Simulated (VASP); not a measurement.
Runs of VASP 6.6.1 on C. The structure is that of space group Fd-3m (No. 227), or close to it. The cells are those of the table. 

| task | level | cell | cutoff (eV) | gap on the mesh (eV) | pressure (GPa) | relaxed volume (Å³/atom) |
| --- | --- | --- | --- | --- | --- | --- |
| single point | PBE | a = 2.526 Å, angles 60.0°, 2 atoms | 520 | 4.12 | 0.6 | - |
| relaxation of cell and atoms | PBE+D3(BJ) | relaxed from a = 2.522 Å, angles 60.0°, 2 atoms | 600 | 4.15 | 0.0 | 5.63 |
| relaxation of cell and atoms | PBE | relaxed from a = 2.522 Å, angles 60.0°, 2 atoms | 600 | 4.12 | 0.0 | (a) |
| relaxation of cell and atoms | r2SCAN+D4 | relaxed from a = 2.522 Å, angles 60.0°, 2 atoms | 600 | 4.35 | 0.0 | (b) |
| single point | PBE+D3(BJ) | a = 2.515 Å, angles 60.0°, 2 atoms | 520 | 4.15 | 0.7 | - |
| relaxation of cell and atoms | PBE+D4 | relaxed from a = 2.522 Å, angles 60.0°, 2 atoms | 600 | 4.15 | 0.0 | 5.63 |
| single point | r2SCAN+D4 | a = 2.513 Å, angles 60.0°, 2 atoms | 520 | 4.35 | 1.2 | - |

Alike in all rows: potentials or basis VASP PAW PBE potentials, release 64 (C); no spin polarisation; k mesh 8 × 8 × 8; smearing gaussian 0.01 eV.

Q: Fill in the values left out.

A: (a) 5.70; (b) 5.62.

Caveats: the PAW data sets were made with another functional, which shifts forces and pressure a little (some runs).

A k mesh can miss the band edges.
